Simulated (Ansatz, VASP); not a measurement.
Pd: VASP beside Ansatz

```
Pd
1.0
     0.00000    1.96059    1.96059
     1.96059    0.00000    1.96059
     1.96059    1.96059    0.00000
Pd
1
Direct
  0.00000 0.00000 0.00000
```

Alike in both runs: task single point; functional BLYP; k mesh 22 × 22 × 22; occupations fermi-dirac, width 0.1 eV; no spin polarisation.

|  | VASP | Ansatz |
| --- | --- | --- |
| version | VASP 6.6.1 | Ansatz 0.2.0 |
| potentials or method | VASP PAW PBE potentials, release 64 (Pd), cutoff 520 eV | plane waves (420 eV) with PAW, scalar-relativistic |
| valence electrons in the cell | 10 | 18 |

Ansatz gave:

| Item | Value |
| --- | --- |
| pressure (GPa) | 13.9 |

Problem. What did VASP give for the same quantities?

Solution. Pressure (GPa): 14.3.

VASP's potentials were made for PBE, not for BLYP. With one functional, cell and mesh, what is left measures potentials, basis and numerics. VASP's potentials hold 10 valence electrons a cell and Ansatz's 18, so a difference there can come from the potentials and not from the codes.
